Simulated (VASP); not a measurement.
# NiSb (P6_3/mmc) in VASP: settings compared, part 2 of 2

VASP 6.6.1. Earlier steps stand in the parts before.

**4. Single point, RPBE, collinear spin (18.85 Å³/atom)**

This run uses another cell than the first one, of 18.85 Å³/atom.

The input, INCAR:

```
PREC     = Accurate       # precision mode
ENCUT    = 520            # plane-wave cutoff, eV
EDIFF    = 1E-6           # SCF threshold, eV
ISMEAR   = 0              # smearing method
SIGMA    = 0.05           # smearing width, eV
LREAL    = F              # projectors in reciprocal space
LASPH    = T              # aspherical terms in the spheres
NELM     = 150            # most SCF steps
ALGO     = Normal         # electronic algorithm
ISIF     = 2              # what is computed and relaxed
LWAVE    = F              # write WAVECAR
LCHARG   = F              # write CHGCAR
ISPIN    = 2              # spin polarisation
MAGMOM   = 0.05 0.05 0 0  # initial moments
LORBIT   = 11             # projections on sites
LMAXMIX  = 4              # l up to which the mixer works
GGA      = RP             # functional
NBANDS   = 27             # bands
```

The input, KPOINTS:

```
Automatic mesh
0
Gamma
  8 8 6
```

The input, POSCAR:

```
NiSb
1.0
    4.0614086739      0.0000000000      0.0000000000
   -2.0307043369      3.5172830867      0.0000000000
    0.0000000000      0.0000000000      5.2779815043
Ni Sb
2 2
Direct
    0.0000000000      0.0000000000      0.0000000000
    0.0000000000      0.0000000000      0.5000000000
    0.3333333333      0.6666666667      0.2500000000
    0.6666666667      0.3333333333      0.7500000000
```

The run is started by

```bash
> cat potpaw_PBE.64/Ni/POTCAR potpaw_PBE.64/Sb/POTCAR > POTCAR
> mpirun -np 1 vasp_std > vasp.out
```

Wall time 93 s (1 thread of Intel Xeon 6975P-C (Granite Rapids), shared host); peak memory 0.29 GiB.

The run converged. Its results:

```yaml
Free_energy: -18.4281 eV
Pressure: -3.8 GPa
Band_gap_on_the_k_mesh: zero (filled and empty bands overlap)
Net_moment: 0.00 μB per cell
Valence_electrons_inside_the_program's_atomic_spheres: Ni 9.23; Sb 2.36
```

Stress tensor (GPa, compression positive):
```
-3.91  0.00  0.00
 0.00 -3.91  0.00
 0.00  0.00 -3.57
```

Levels at points of the mesh, in eV from the Fermi level:
Spin up:
```
           k point  band 13  band 14  band 15  band 16  band 17  band 18
(0.00, 0.00, 0.00)     0.03     0.55     0.55     2.25     2.25     3.05
(0.50, 0.00, 0.00)    -1.33    -1.15    -1.09    -0.43     1.08     3.40
(0.00, 0.00, 0.50)     0.04     0.04     1.88     1.88     1.88     1.88
(0.50, 0.00, 0.50)    -1.51    -1.51     0.25     0.25     1.45     1.45
```
Spin down:
```tsv
k point	band 11	band 12	band 13	band 14	band 15	band 16	band 17	band 18	band 19	band 20
(0.00, 0.00, 0.00)	-1.10	-1.10	0.03	0.55	0.55	2.25	2.25	3.05	3.62	4.58
(0.50, 0.00, 0.00)	-1.75	-1.55	-1.33	-1.15	-1.09	-0.43	1.08	3.40	3.58	5.15
(0.00, 0.00, 0.50)	-1.75	-1.75	0.04	0.04	1.88	1.88	1.88	1.88	4.88	4.88
(0.50, 0.00, 0.50)	-1.60	-1.60	-1.51	-1.51	0.25	0.25	1.45	1.45	4.92	4.92
```

Caveat: the cell stands under tension; the PAW data sets were made with another functional, which shifts forces and pressure a little; spin-orbit coupling is left out, which moves the levels of the heavy elements.

**5. Single point, r2SCAN+D3(BJ), collinear spin (16.25 Å³/atom)**

This run uses another cell than the first one, of 16.25 Å³/atom.

The input, POSCAR:

```
NiSb
1.0
    3.8669456570      0.0000000000      0.0000000000
   -1.9334728285      3.3488731740      0.0000000000
    0.0000000000      0.0000000000      5.0195230337
Ni Sb
2 2
Direct
    0.0000000000      0.0000000000      0.0000000000
    0.0000000000      0.0000000000      0.5000000000
    0.3333333333      0.6666666667      0.2500000000
    0.6666666667      0.3333333333      0.7500000000
```

The input, INCAR.step1:

```
SYSTEM = NiSb
  PREC = Accurate
  ENCUT = 520
  ISMEAR = 0
  SIGMA = 0.05
  LREAL = .False.
  LASPH = .True.
  NELM = 150
  ISPIN = 2
  MAGMOM = 0.05 0.05 0 0
  LMAXMIX = 4
  NBANDS = 27
  GGA = PE
  ALGO = Normal
  EDIFF = 1E-4
  LWAVE = .True.
  LCHARG = .False.
```

The input, INCAR.step2:

```
SYSTEM = NiSb
  PREC = Accurate
  ENCUT = 520
  EDIFF = 1E-6
  ISMEAR = 0
  SIGMA = 0.05
  LREAL = .False.
  LASPH = .True.
  NELM = 150
  ALGO = Normal
  ISIF = 2
  LWAVE = .False.
  LCHARG = .False.
  ISPIN = 2
  MAGMOM = 0.05 0.05 0 0
  LORBIT = 11
  LMAXMIX = 4
  METAGGA = R2SCAN
  LMIXTAU = .True.
  IVDW = 12
  VDW_S6 = 1.0
  VDW_S8 = 0.78981345
  VDW_A1 = 0.49484001
  VDW_A2 = 5.73083694
  NBANDS = 27
  ISTART = 1
```

The input, KPOINTS:

```
regular mesh
0
Gamma
  8 8 6
  0 0 0
```

Potentials or basis: VASP PAW PBE potentials, release 64 (Ni, Sb).

The run is started by

```bash
> cat potpaw_PBE.64/Ni/POTCAR potpaw_PBE.64/Sb/POTCAR > POTCAR
> cp INCAR.step1 INCAR
> mpirun -np 1 vasp_std > vasp.out
> cp INCAR.step2 INCAR
> mpirun -np 1 vasp_std > vasp.out
```

OUTCAR:

```text
SYSTEM = NiSb
   PREC = Accurate
   ENCUT = 520
   EDIFF = 1E-6
   ISMEAR = 0
   LREAL = .False.
   LASPH = .True.
   NELM = 150
   ISIF = 2
   ISPIN = 2
   LORBIT = 11
   METAGGA = R2SCAN
   IVDW = 12
   ISTART = 1
 IVDW          = 12

 ion  position               nearest neighbor table
   1  0.000  0.000  0.000-   2 2.51   2 2.51   4 2.56   3 2.56   3 2.56   4 2.56   4 2.56   3 2.56

   2  0.000  0.000  0.500-   1 2.51   1 2.51   4 2.56   3 2.56   3 2.56   4 2.56   4 2.56   3 2.56

   3  0.333  0.667  0.250-   1 2.56   2 2.56   1 2.56   2 2.56   1 2.56   2 2.56   4 3.36   4 3.36
                             4 3.36   4 3.36   4 3.36   4 3.36
   4  0.667  0.333  0.750-   1 2.56   2 2.56   1 2.56   2 2.56   1 2.56   2 2.56   3 3.36   3 3.36
                             3 3.36   3 3.36   3 3.36   3 3.36

  LATTYP: Found a hexagonal cell.
 ALAT       =     3.8669456570
 C/A-ratio  =     1.2980588503

  Lattice vectors:

 A1 = (   3.8669456570,   0.0000000000,   0.0000000000)
 A2 = (  -1.9334728285,   3.3488731740,   0.0000000000)
 A3 = (   0.0000000000,   0.0000000000,   5.0195230337)

Analysis of symmetry for initial positions (statically):
=====================================================================
 Subroutine PRICEL returns:
 Original cell was already a primitive cell.

 Routine SETGRP: Setting up the symmetry group for a
 hexagonal supercell.

 Subroutine GETGRP returns: Found 24 space group operations
 (whereof 12 operations were pure point group operations)
 out of a pool of 24 trial point group operations.

The static configuration has the point symmetry D_3d.
 The point group associated with its full space group is D_6h.

Analysis of symmetry for dynamics (positions and initial velocities):
=====================================================================
 Subroutine PRICEL returns:
 Original cell was already a primitive cell.

 Routine SETGRP: Setting up the symmetry group for a
 hexagonal supercell.

 Subroutine GETGRP returns: Found 24 space group operations
 (whereof 12 operations were pure point group operations)
 out of a pool of 24 trial point group operations.

The dynamic configuration has the point symmetry D_3d.
 The point group associated with its full space group is D_6h.

Analysis of structural, dynamic, and magnetic symmetry:
=====================================================================
 Subroutine PRICEL returns:
 Original cell was already a primitive cell.

 Routine SETGRP: Setting up the symmetry group for a
 hexagonal supercell.

 Subroutine GETGRP returns: Found 24 space group operations
 (whereof 12 operations were pure point group operations)
 out of a pool of 24 trial point group operations.

The overall configuration has the point symmetry D_3d.
 The point group associated with its full space group is D_6h.

 Subroutine INISYM returns: Found 24 space group operations
 (whereof 12 operations are pure point group operations),
 and found     1 'primitive' translations

----------------------------------------------------------------------------------------

                                     Primitive cell

  volume of cell :      65.0024

  direct lattice vectors                    reciprocal lattice vectors
     3.866945657  0.000000000  0.000000000     0.258602031  0.149303952  0.000000000
    -1.933472829  3.348873174  0.000000000     0.000000000  0.298607904  0.000000000
     0.000000000  0.000000000  5.019523034     0.000000000  0.000000000  0.199222116

[... 92 lines left out ...]
   NFREE  =      0    steps in history (QN), initial steepest desc. (CG)
   ISIF   =      2    stress and relaxation
   ISYM   =      2    0-nonsym 1-usesym 2-fastsym
   POTIM  = 0.5000    time-step for ionic-motion
   TEBEG  =    0.0;   TEEND  =   0.0 temperature during run
   PSTRESS=    0.0 pullay stress
   NELECT =      30.0000    total number of electrons
   NUPDOWN=      -1.0000    fix difference up-down
   EMIN   =  10.00;   EMAX   =-10.00  energy-range for DOS
   EFERMI =   0.00;   METHOD = LEGACY
   ISMEAR =     0;   SIGMA  =   0.05  broadening in eV -4-tet -1-fermi 0-gaus
   EFERMI_NEDOS =   21; number of points for ismear=-14 and -15
   IALGO  =     38    algorithm
   IMIX   =      4    mixing-type and parameters
     AMIX     =   0.40;   BMIX     =  1.00
     AMIX_MAG =   1.60;   BMIX_MAG =  1.00
  volume/ion in A,a.u.               =      16.25       109.66
  Fermi-wavevector in a.u.,A,eV,Ry     =   1.265141  2.390769 21.777228  1.600581
  Thomas-Fermi vector in A             =   2.398409
   LORBIT       =     11    0 simple, 1 ext, 2 COOP (PROOUT), +10 PAW based schemes
   METAGGA = R2SCAN    functional components
   LHFCALC =     F    Hartree Fock is set to
   AEXX    =    0.0000 exact exchange contribution
   IVDW    =    12    specifies the selected vdW correction
   LEPSILON=     F    determine dielectric tensor
   LRPA    =     F    only Hartree local field effects (RPA)
 spin polarized calculation
 Gauss-broadening in eV      SIGMA  =   0.05
  energy-cutoff  :      520.00
  volume of cell :       65.00
 maximum number of plane-waves:      1781
 NGX is ok and might be reduce to    30
   NGX = 15   NGY = 15   NGZ = 19

 number of electron      29.9999992 magnetization       0.0000001

 number of electron      29.9999992 magnetization      -0.0000001

 Free energy of the ion-electron system (eV)
  ---------------------------------------------------
  ext. energy  EPLUGINS =         0.00000000
  ---------------------------------------------------
  free energy    TOTEN  =       -76.28271098 eV

  energy without entropy =      -76.28060658  energy(sigma->0) =      -76.28165878

 E-fermi :  10.8854     XC(G=0): -12.5552

 val. band max:       10.8055622934   @ k =   0.2500  -0.0000   0.3333
 cond. band min:      10.9047514806   @ k =   0.5000  -0.0000   0.5000
 fundamental gap:      0.0991891872
 Fermi energy:        10.8854150695

 spin component 1

 k-point     1 :       0.0000    0.0000    0.0000
  band No.  band energies     occupation
      1      -3.2780      1.00000
      2       1.9923      1.00000
      3       3.8022      1.00000
      4       6.3447      1.00000
      5       6.3447      1.00000
      6       7.1846      1.00000
[... 709 lines left out ...]
     26      22.8192      0.00000
     27      23.1323      0.00000

 [... further k-points ...]

 spin component 2

 k-point     1 :       0.0000    0.0000    0.0000
  band No.  band energies     occupation
      1      -3.2780      1.00000
      2       1.9923      1.00000
      3       3.8022      1.00000
      4       6.3447      1.00000
      5       6.3447      1.00000
      6       7.1846      1.00000
[... 709 lines left out ...]
     26      22.8192      0.00000
     27      23.1323      0.00000

 [... further k-points ...]

------------------------ aborting loop because EDIFF is reached ----------------------------------------

 Edisp (eV)   -1.05427

 E8    (eV) :    -0.3752

  FORCE on cell =-STRESS in cart. coord.  units (eV):
  Direction    XX          YY          ZZ          XY          YZ          ZX
  --------------------------------------------------------------------------------------
  -------------------------------------------------------------------------------------
  Total       1.92346     1.92346     1.99122    -0.00000     0.00000    -0.00000
  in kB      47.40953    47.40953    49.07959    -0.00000     0.00000    -0.00000
  external pressure =       47.97 kB  Pullay stress =        0.00 kB

 VOLUME and BASIS-vectors are now :
 -----------------------------------------------------------------------------
  energy-cutoff  :      520.00
  volume of cell :       65.00
      direct lattice vectors                 reciprocal lattice vectors
     3.866945657  0.000000000  0.000000000     0.258602031  0.149303952  0.000000000
    -1.933472829  3.348873174  0.000000000     0.000000000  0.298607904  0.000000000
     0.000000000  0.000000000  5.019523034     0.000000000  0.000000000  0.199222116

 POSITION                                       TOTAL-FORCE (eV/Angst)
 -----------------------------------------------------------------------------------
      0.00000      0.00000      0.00000        -0.000000      0.000000     -0.000000
      0.00000      0.00000      2.50976        -0.000000      0.000000     -0.000000
     -0.00000      2.23258      1.25488         0.000000      0.000000      0.000000
      1.93347      1.11629      3.76464        -0.000000     -0.000000     -0.000000
 -----------------------------------------------------------------------------------
    total drift:                                0.000000     -0.000000     -0.000000

  FREE ENERGIE OF THE ION-ELECTRON SYSTEM (eV)
  ---------------------------------------------------
  free  energy   TOTEN  =       -77.3369818839 eV

  energy  without entropy=      -77.3348774796  energy(sigma->0) =      -77.33592968

 total charge

# of ion       s       p       d       tot
------------------------------------------
    1        0.480   0.563   8.506   9.549
    2        0.480   0.563   8.506   9.549
    3        1.101   1.270   0.089   2.460
    4        1.101   1.270   0.089   2.460
--------------------------------------------------
tot          3.162   3.667  17.190  24.020

 magnetization (x)

# of ion       s       p       d       tot
------------------------------------------
    1        0.000   0.000  -0.000  -0.000
    2        0.000   0.000  -0.000  -0.000
    3       -0.000  -0.000   0.000  -0.000
    4       -0.000  -0.000   0.000  -0.000
--------------------------------------------------
tot          0.000  -0.000  -0.000  -0.000
```

Wall time 6.2 min (1 thread of Intel Xeon 6975P-C (Granite Rapids), shared host); peak memory 0.3 GiB.

Results:

| Quantity | Value |
| --- | --- |
| Free energy | -77.3370 eV |
| Pressure | 4.8 GPa |
| Band gap on the k mesh | zero (filled and empty bands overlap) |
| Net moment | 0.00 μB per cell |
| Valence electrons inside the program's atomic spheres | Ni 9.55; Sb 2.46 |
| Dispersion energy per atom | -0.264 eV |

Levels at points of the mesh, in eV from the Fermi level:
Spin up:
```csv
k point,band 11,band 12,band 13,band 14,band 15,band 16,band 17,band 18,band 19,band 20
"(0.00, 0.00, 0.00)",-1.65,-1.65,-0.21,0.45,0.45,2.56,2.56,3.46,4.47,6.04
"(0.50, 0.00, 0.00)",-2.56,-2.23,-1.95,-1.74,-1.65,-0.31,1.12,3.57,4.31,5.49
"(0.00, 0.00, 0.50)",-2.57,-2.57,0.44,0.44,2.14,2.14,2.14,2.14,5.60,5.60
"(0.50, 0.00, 0.50)",-2.36,-2.36,-2.24,-2.24,0.02,0.02,1.87,1.87,5.66,5.66
```
Spin down:
```csv
k point,band 12,band 13,band 14,band 15,band 16,band 17,band 18,band 19
"(0.00, 0.00, 0.00)",-1.65,-0.21,0.45,0.45,2.56,2.56,3.46,4.47
"(0.50, 0.00, 0.00)",-2.23,-1.95,-1.74,-1.65,-0.31,1.12,3.57,4.31
"(0.00, 0.00, 0.50)",-2.57,0.44,0.44,2.14,2.14,2.14,2.14,5.60
"(0.50, 0.00, 0.50)",-2.36,-2.24,-2.24,0.02,0.02,1.87,1.87,5.66
```

Caveat: three body term missing; the cell stands under pressure; the PAW data sets were made with another functional, which shifts forces and pressure a little; spin-orbit coupling is left out, which moves the levels of the heavy elements.

**6. Summary**

| level | cell | gap on the mesh (eV) | pressure (GPa) | moment (μB) |
| --- | --- | --- | --- | --- |
| RPBE | a = 4.035, b = 4.035, c = 5.244 Å, angles 90.0, 90.0, 120.0°, 4 atoms | none | -2.1 | 0.00 |
| revPBE | a = 4.052, b = 4.052, c = 5.265 Å, angles 90.0, 90.0, 120.0°, 4 atoms | none | -3.9 | 0.00 |
| RPBE | a = 4.061, b = 4.061, c = 5.278 Å, angles 90.0, 90.0, 120.0°, 4 atoms | none | -3.8 | 0.00 |
| r2SCAN+D3(BJ) | a = 3.867, b = 3.867, c = 5.020 Å, angles 90.0, 90.0, 120.0°, 4 atoms | none | 4.8 | 0.00 |

Alike in all rows: task single point; potentials or basis VASP PAW PBE potentials, release 64 (Ni, Sb); spin collinear; k mesh 8 × 8 × 6; cutoff (eV) 520; smearing gaussian 0.05 eV.

Caveats: the PAW data sets were made with another functional, which shifts forces and pressure a little; spin-orbit coupling is left out, which moves the levels of the heavy elements; the cell stands under tension (at least some runs); three body term missing (at least some runs); the cell stands under pressure (at least some runs).

Total energies depend on the potentials used, so only differences within one code and one set of settings carry meaning.

The gap in the log of VASP goes by the Fermi energy; the results here count the filled bands.